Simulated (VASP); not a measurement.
TiO2:

```
Ti O
1.0
     4.56897    0.00000    0.00000
     0.00000    4.56897    0.00000
     0.00000    0.00000    2.93935
Ti O
2 4
Direct
  0.00000 0.00000 0.50000
  0.50000 0.50000 0.00000
  0.30432 0.30432 0.50000
  0.19568 0.80432 0.00000
  0.80432 0.19568 0.00000
  0.69568 0.69568 0.50000
```

Program: VASP 6.6.1. Alike in all runs: task single point; potentials or basis VASP PAW PBE potentials, release 64 (Ti_sv, O); no spin polarisation; cell as given; k mesh 6 × 6 × 9; smearing fermi-dirac 0.05 eV.

Order these runs on this cell by their pressure, lowest first.
A. level PBE; cutoff (eV) 600
B. level revPBE+D3(BJ); cutoff (eV) 520
C. level PBEsol; cutoff (eV) 520
D. level BLYP+D3(BJ); cutoff (eV) 520

C (2.8 GPa), B (5.7 GPa), D (7.4 GPa), A (9.9 GPa).

Caveats: the PAW data sets were made with another functional, which shifts forces and pressure a little (some runs).
